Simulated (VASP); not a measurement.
A run of VASP 6.6.1 is set up as follows.

INCAR

```
PREC     = Accurate       # precision mode
ENCUT    = 520            # plane-wave cutoff, eV
EDIFF    = 1E-6           # SCF threshold, eV
ISMEAR   = 0              # smearing method
SIGMA    = 0.1            # smearing width, eV
LREAL    = F              # projectors in reciprocal space
LASPH    = T              # aspherical terms in the spheres
NELM     = 60             # most SCF steps
ALGO     = Normal         # electronic algorithm
ISIF     = 2              # what is computed and relaxed
LWAVE    = F              # write WAVECAR
LCHARG   = F              # write CHGCAR
GGA      = PE             # functional
NBANDS   = 34             # bands
```

Contents of KPOINTS:

```
Automatic mesh
0
Gamma
  1 1 1
```

File POSCAR:

```
S
1.0
   16.8291635000      0.0000000000      0.0000000000
    0.0000000000     16.8291635000      0.0000000000
    0.0000000000      0.0000000000     20.4474322100
S
8
Direct
    0.3598691600      0.5000000000      0.4163701100
    0.4009238100      0.4009238100      0.4636298900
    0.4009238100      0.5990761900      0.4636298900
    0.5000000000      0.3598691600      0.4163701100
    0.5000000000      0.6401308400      0.4163701100
    0.5990761900      0.4009238100      0.4636298900
    0.5990761900      0.5990761900      0.4636298900
    0.6401308400      0.5000000000      0.4163701100
```

Potentials or basis: VASP PAW PBE potentials, release 64 (S).

Launch:

```bash
$ cat potpaw_PBE.64/S/POTCAR > POTCAR
$ mpirun -np 1 vasp_gam > vasp.out
```

Problem. What does it give for the largest force?

Solution. 0.265 eV/Å.

Forces in eV/Å, atoms in the order of the input:
```
S   -0.190  0.000 -0.183
S   -0.135 -0.135  0.183
S   -0.135  0.135  0.183
S    0.000 -0.190 -0.183
S    0.000  0.190 -0.183
S    0.135 -0.135  0.183
S    0.135  0.135  0.183
S    0.190  0.000 -0.183
```
